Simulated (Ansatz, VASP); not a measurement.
**One calculation of HfO2, two programs**

```
Hf O
1.0
     3.50516    0.00000    0.00000
     0.00000    3.50516    0.00000
     0.00000    0.00000    5.09818
Hf O
2 4
Direct
  0.50000 0.50000 0.50000
  0.00000 0.00000 0.00000
  0.00000 0.50000 0.70754
  0.50000 0.00000 0.79246
  0.50000 0.00000 0.29246
  0.00000 0.50000 0.20754
```

Change from the starting cell: hydrostatic strain -2.0%.

Alike in both runs: task single point; functional PBE; k mesh 8 × 8 × 6; occupations fermi-dirac, width 0.02 eV; no spin polarisation.

|  | VASP | Ansatz |
| --- | --- | --- |
| version | VASP 6.6.1 | Ansatz 0.2.0 |
| potentials or method | VASP PAW PBE potentials, release 64 (Hf_pv, O) | plane waves, PAW |
| plane-wave cutoff (eV) | 520 | 420 |
| valence electrons in the cell | 44 | 76 |

Ansatz gave:

| Quantity | Value |
| --- | --- |
| gap on the k mesh at the Fermi level (eV) | 4.62 |
| pressure (GPa) | 20.6 |
| traceless stress, the component that is largest in VASP (GPa) | -3.41 |
| rms of the force components (eV/Å) | 0.034 |

Task: Which values does VASP return?

Result: gap on the k mesh at the Fermi level (eV): 4.65; pressure (GPa): 16.7; traceless stress, the component that is largest in VASP (GPa): -3.44; rms of the force components (eV/Å): 0.020.

Atom by atom the forces differ by 0.013 eV/Å (rms over components). The functional is the same, so the differences come from potentials, cutoffs and numerics. VASP's potentials hold 44 valence electrons a cell and Ansatz's 76, so a difference there can come from the potentials and not from the codes.

Neither program's run includes spin-orbit coupling.
